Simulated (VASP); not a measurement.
# BiTe (Fm-3m) in VASP: a series of runs

Runs on BiTe. Level: LDA. Tasks: single point.

All numbers are computed with VASP 6.6.1; they aren't measurements. Logs are shortened: lines on timing, memory, paths and dates and some standing lists are left out, and cuts for length are marked.

### Step 1. The cell of the first run

The structure is cubic, space group Fm-3m (No. 225). Conventional cell: a = 6.383 Å, b = 6.383 Å, c = 6.383 Å, α = 90.00°, β = 90.00°, γ = 90.00°. Bi (site symmetry m-3m) has 6 Te at 3.19 Å within 4.2 Å. Within 4.2 Å of Te (site symmetry m-3m) lie 6 Bi at 3.19 Å.

### Step 2. Single point, LDA

The input, INCAR:

```
SYSTEM = BiTe
PREC     = Accurate       ! precision mode
ENCUT    = 520            ! plane-wave cutoff, eV
EDIFF    = 1E-6           ! SCF threshold, eV
ISMEAR   = -1             ! smearing method
SIGMA    = 0.05           ! smearing width, eV
LREAL    = .False.        ! projectors in reciprocal space
LASPH    = .True.         ! aspherical terms in the spheres
NELM     = 60             ! most SCF steps
ALGO     = Normal         ! electronic algorithm
ISIF     = 2              ! what is computed and relaxed
LWAVE    = .False.        ! write WAVECAR
LCHARG   = .True.         ! write CHGCAR
LELF     = .True.         ! ELF
LVHAR    = .True.       
NBANDS   = 18             ! bands
```

The input, KPOINTS:

```
Automatic mesh
0
Gamma
  7 7 7
  0 0 0
```

The input, POSCAR:

```
BiTe
1.0
    0.0000000000      3.1912784242      3.1912784242
    3.1912784242      0.0000000000      3.1912784242
    3.1912784242      3.1912784242      0.0000000000
Bi Te
1 1
Direct
    0.0000000000      0.0000000000      0.0000000000
    0.5000000000      0.5000000000      0.5000000000
```

Potentials or basis: VASP PAW LDA potentials, release 64 (Bi_d, Te).

Run with:

```
$ cat potpaw_LDA.64/Bi_d/POTCAR potpaw_LDA.64/Te/POTCAR > POTCAR
$ mpirun -np 1 vasp_std > vasp.out
```

OUTCAR:

```text
SYSTEM = BiTe
   PREC = Accurate
   ENCUT = 520
   EDIFF = 1E-6
   ISMEAR = -1
   LREAL = .False.
   LASPH = .True.
   NELM = 60
   ISIF = 2

 ion  position               nearest neighbor table
   1  0.000  0.000  0.000-   2 3.19   2 3.19   2 3.19   2 3.19   2 3.19   2 3.19
   2  0.500  0.500  0.500-   1 3.19   1 3.19   1 3.19   1 3.19   1 3.19   1 3.19

  LATTYP: Found a face centered cubic cell.
 ALAT       =     6.3825568484

  Lattice vectors:

 A1 = (   0.0000000000,   3.1912784242,   3.1912784242)
 A2 = (   3.1912784242,   0.0000000000,   3.1912784242)
 A3 = (   3.1912784242,   3.1912784242,   0.0000000000)

Analysis of symmetry for initial positions (statically):
=====================================================================
 Subroutine PRICEL returns:
 Original cell was already a primitive cell.

 Routine SETGRP: Setting up the symmetry group for a
 face centered cubic supercell.

 Subroutine GETGRP returns: Found 48 space group operations
 (whereof 48 operations were pure point group operations)
 out of a pool of 48 trial point group operations.

The static configuration has the point symmetry O_h .

Analysis of symmetry for dynamics (positions and initial velocities):
=====================================================================
 Subroutine PRICEL returns:
 Original cell was already a primitive cell.

 Routine SETGRP: Setting up the symmetry group for a
 face centered cubic supercell.

 Subroutine GETGRP returns: Found 48 space group operations
 (whereof 48 operations were pure point group operations)
 out of a pool of 48 trial point group operations.

The dynamic configuration has the point symmetry O_h .

 Subroutine INISYM returns: Found 48 space group operations
 (whereof 48 operations are pure point group operations),
 and found     1 'primitive' translations

----------------------------------------------------------------------------------------

                                     Primitive cell

  volume of cell :      65.0016

  direct lattice vectors                    reciprocal lattice vectors
     0.000000000  3.191278424  3.191278424    -0.156677022  0.156677022  0.156677022
     3.191278424  0.000000000  3.191278424     0.156677022 -0.156677022  0.156677022
     3.191278424  3.191278424  0.000000000     0.156677022  0.156677022 -0.156677022

  length of vectors
     4.513149229  4.513149229  4.513149229     0.271372563  0.271372563  0.271372563

  position of ions in fractional coordinates (direct lattice)
     0.000000000  0.000000000  0.000000000
     0.500000000  0.500000000  0.500000000

  ion indices of the primitive-cell ions
   primitive index   ion index
                 1           1
                 2           2

----------------------------------------------------------------------------------------

 KPOINTS: Automatic mesh

Automatic generation of k-mesh.
 Grid dimensions read from file:
 generate k-points for:    7    7    7

 Generating k-lattice:

  Cartesian coordinates                     Fractional coordinates (reciprocal lattice)
    -0.022382432  0.022382432  0.022382432     0.142857143  0.000000000  0.000000000
     0.022382432 -0.022382432  0.022382432     0.000000000  0.142857143  0.000000000
     0.022382432  0.022382432 -0.022382432     0.000000000  0.000000000  0.142857143

  Length of vectors
     0.038767509  0.038767509  0.038767509

  Shift w.r.t. Gamma in fractional coordinates (k-lattice)
     0.000000000  0.000000000  0.000000000

 Subroutine IBZKPT returns following result:
 ===========================================

 Found     20 irreducible k-points:

 Following reciprocal coordinates:
            Coordinates               Weight
  0.000000  0.000000  0.000000      1.000000
  0.142857  0.000000  0.000000      8.000000
  0.285714  0.000000  0.000000      8.000000
  0.428571  0.000000  0.000000      8.000000
  0.142857  0.142857  0.000000      6.000000
  0.285714  0.142857  0.000000     24.000000
[... 12 lines left out ...]
 -0.428571  0.428571  0.142857     24.000000
 -0.285714  0.428571  0.142857     24.000000
   k-points           NKPTS =     20   k-points in BZ     NKDIM =     20   number of bands    NBANDS=     18
   number of dos      NEDOS =    301   number of ions     NIONS =      2
   total plane-waves  NPLWV =  46656
   dimension x,y,z NGX =    36 NGY =   36 NGZ =   36
   dimension x,y,z NGXF=    72 NGYF=   72 NGZF=   72
   ions per type =               1   1
   NGX,Y,Z   is equivalent  to a cutoff of  13.26, 13.26, 13.26 a.u.
   NGXF,Y,Z  is equivalent  to a cutoff of  26.52, 26.52, 26.52 a.u.
 SYSTEM =  BiTe
   PREC   = accura    normal or accurate (medium, high low for compatibility)
   ISTART =      0    job   : 0-new  1-cont  2-samecut
   ICHARG =      2    charge: 1-file 2-atom 10-const
   ISPIN  =      1    spin polarized calculation?
   LNONCOLLINEAR =      F non collinear calculations
   LSORBIT =      F    spin-orbit coupling
   LASPH  =      T    aspherical Exc in radial PAW
   ENCUT  =  520.0 eV  38.22 Ry    6.18 a.u.   8.39  8.39  8.39*2*pi/ulx,y,z
   NELM   =     60;   NELMIN=  2; NELMDL= -5     # of ELM steps
   EDIFF  = 0.1E-05   stopping-criterion for ELM
   LREAL  =      F    real-space projection
   EDIFFG = 0.1E-04   stopping-criterion for IOM
   NSW    =      0    number of steps for IOM
   IBRION =     -1    ionic relax: 0-MD 1-quasi-New 2-CG
   NFREE  =      0    steps in history (QN), initial steepest desc. (CG)
   ISIF   =      2    stress and relaxation
   ISYM   =      2    0-nonsym 1-usesym 2-fastsym
   POTIM  = 0.5000    time-step for ionic-motion
   TEBEG  =    0.0;   TEEND  =   0.0 temperature during run
   PSTRESS=    0.0 pullay stress
   NELECT =      21.0000    total number of electrons
   NUPDOWN=      -1.0000    fix difference up-down
   EMIN   =  10.00;   EMAX   =-10.00  energy-range for DOS
   EFERMI =   0.00;   METHOD = LEGACY
   ISMEAR =    -1;   SIGMA  =   0.05  broadening in eV -4-tet -1-fermi 0-gaus
   EFERMI_NEDOS =   21; number of points for ismear=-14 and -15
   IALGO  =     38    algorithm
   IMIX   =      4    mixing-type and parameters
     AMIX     =   0.40;   BMIX     =  1.00
     AMIX_MAG =   1.60;   BMIX_MAG =  1.00
  volume/ion in A,a.u.               =      32.50       219.33
  Fermi-wavevector in a.u.,A,eV,Ry     =   1.123328  2.122782 17.168725  1.261866
  Thomas-Fermi vector in A             =   2.259993
   LORBIT       =      0    0 simple, 1 ext, 2 COOP (PROOUT), +10 PAW based schemes
   GGA     = CA    functional components
   LHFCALC =     F    Hartree Fock is set to
   AEXX    =    0.0000 exact exchange contribution
   IVDW    =     0    specifies the selected vdW correction
   LEPSILON=     F    determine dielectric tensor
   LRPA    =     F    only Hartree local field effects (RPA)
 non-spin polarized calculation
  energy-cutoff  :      520.00
  volume of cell :       65.00
 maximum number of plane-waves:      1807
 NGX is ok and might be reduce to    36
   NGX = 17   NGY = 17   NGZ = 17

 number of electron      21.0000003 magnetization

 Free energy of the ion-electron system (eV)
  ---------------------------------------------------
  ext. energy  EPLUGINS =         0.00000000
  ---------------------------------------------------
  free energy    TOTEN  =        -8.49944555 eV

  energy without entropy =       -8.47758465  energy(sigma->0) =       -8.48851510

 E-fermi :   6.9751     XC(G=0):  -9.8531

 val. band max:        6.9720885684   @ k =   0.1429   0.1429   0.0000
 cond. band min:       6.9751346522   @ k =  -0.4286   0.1429   0.0000
 fundamental gap:      0.0030460838
 Fermi energy:         6.9750878915

 k-point     1 :       0.0000    0.0000    0.0000
  band No.  band energies     occupation
      1     -16.1482      2.00000
      2     -16.1482      2.00000
      3     -16.1388      2.00000
      4     -16.1388      2.00000
      5     -16.1388      2.00000
      6      -6.8730      2.00000
[... 10 lines left out ...]
     17      13.2077      0.00000
     18      13.3357      0.00000

 k-point     2 :       0.1429    0.0000    0.0000
  band No.  band energies     occupation
      1     -16.1490      2.00000
      2     -16.1490      2.00000
      3     -16.1384      2.00000
      4     -16.1375      2.00000
      5     -16.1375      2.00000
      6      -6.6813      2.00000
[... 10 lines left out ...]
     17      14.3673      0.00000
     18      14.6862      0.00000

 k-point     3 :       0.2857    0.0000    0.0000
  band No.  band energies     occupation
      1     -16.1513      2.00000
      2     -16.1513      2.00000
      3     -16.1375      2.00000
      4     -16.1341      2.00000
      5     -16.1341      2.00000
      6      -6.1167      2.00000
[... 10 lines left out ...]
     17      16.3760      0.00000
     18      16.8442      0.00000

 k-point     4 :       0.4286    0.0000    0.0000
  band No.  band energies     occupation
      1     -16.1534      2.00000
      2     -16.1534      2.00000
      3     -16.1368      2.00000
      4     -16.1311      2.00000
      5     -16.1311      2.00000
      6      -5.2235      2.00000
[... 291 lines left out ...]
      4     -16.1324      2.00000
      5     -16.1289      2.00000
      6      -4.8984      2.00000
[... 10 lines left out ...]
     17      16.1456      0.00000
     18      17.5134      0.00000

 k-point    19 :      -0.4286    0.4286    0.1429
  band No.  band energies     occupation
      1     -16.1623      2.00000
      2     -16.1458      2.00000
      3     -16.1399      2.00000
      4     -16.1296      2.00000
      5     -16.1267      2.00000
      6      -4.8917      2.00000
[... 10 lines left out ...]
     17      16.9119      0.00000
     18      17.4278      0.00000

 k-point    20 :      -0.2857    0.4286    0.1429
  band No.  band energies     occupation
      1     -16.1601      2.00000
      2     -16.1481      2.00000
      3     -16.1362      2.00000
      4     -16.1328      2.00000
      5     -16.1267      2.00000
      6      -4.4653      2.00000
[... 10 lines left out ...]
     17      16.4935      0.00000
     18      17.3821      0.00000

------------------------ aborting loop because EDIFF is reached ----------------------------------------

  FORCE on cell =-STRESS in cart. coord.  units (eV):
  Direction    XX          YY          ZZ          XY          YZ          ZX
  --------------------------------------------------------------------------------------
  -------------------------------------------------------------------------------------
  Total       -0.2519281     -0.2519281     -0.2519281      0.0000000      0.0000000      0.0000000
  in kB       -6.2095921     -6.2095921     -6.2095921      0.0000000      0.0000000      0.0000000
  external PRESSURE =      -6.2095921 kB  Pullay stress =       0.0000000 kB

 VOLUME and BASIS-vectors are now :
 -----------------------------------------------------------------------------
  energy-cutoff  :      520.00
  volume of cell :       65.00
      direct lattice vectors                 reciprocal lattice vectors
     0.000000000  3.191278424  3.191278424    -0.156677022  0.156677022  0.156677022
     3.191278424  0.000000000  3.191278424     0.156677022 -0.156677022  0.156677022
     3.191278424  3.191278424  0.000000000     0.156677022  0.156677022 -0.156677022

 POSITION                                       TOTAL-FORCE (eV/Angst)
 -----------------------------------------------------------------------------------
      0.00000      0.00000      0.00000         0.000000      0.000000      0.000000
      3.19128      3.19128      3.19128        -0.000000     -0.000000     -0.000000
 -----------------------------------------------------------------------------------
    total drift:                               -0.000000      0.000000      0.000000

  FREE ENERGIE OF THE ION-ELECTRON SYSTEM (eV)
  ---------------------------------------------------
  free  energy   TOTEN  =        -8.4994455542 eV

  energy  without entropy=       -8.4775846543  energy(sigma->0) =       -8.48851510
```

Run time: 7.9 s. Hardware: 1 thread of Intel Xeon 6975P-C (Granite Rapids), shared host; peak memory 0.17 GiB.

What came out:

| Quantity | Value |
| --- | --- |
| Free energy | -8.4994 eV |
| Pressure | -0.6 GPa |

Caveat: spin-orbit coupling is left out, which moves the levels of the heavy elements.

(Continued in part 2 of 2.)
